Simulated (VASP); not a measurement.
Cr, 1 atom in the cell. It takes space group Im-3m (No. 229, cubic). The conventional cell has a = 2.848 Å, b = 2.848 Å, c = 2.848 Å, α = 90.00°, β = 90.00°, γ = 90.00°. Cr (site symmetry m-3m) has 14 Cr at 2.47 to 2.85 Å within 3.3 Å. 

* Program: VASP 6.6.1
* Task: single point
* Functional: PBE
* Potentials or basis: VASP PAW PBE potentials, release 64 (Cr_pv)
* Cutoff: 520 eV
* k mesh: 15 × 15 × 15
* Occupations: gaussian, width 0.1 eV
* Spin: collinear spin, ferromagnetic start
* Starting moments: [1.5] μB
* Dipole correction: no
* Further INCAR settings: ALGO = Normal; EDIFF = 1e-07; NBANDS = 16

Potentials or basis: VASP PAW PBE potentials, release 64 (Cr_pv).

Command:

```sh
$ cat potpaw_PBE.64/Cr_pv/POTCAR > POTCAR
$ mpirun -np 1 vasp_std > vasp.out
```

Hardware: 1 thread of Intel Xeon 6975P-C, on a shared host.

How long does it take, and how much memory?

Run time: 30 s on 1 thread of Intel Xeon 6975P-C, on a shared host, peak memory 0.15 GiB. Counts: scf iterations 15, k points 120.
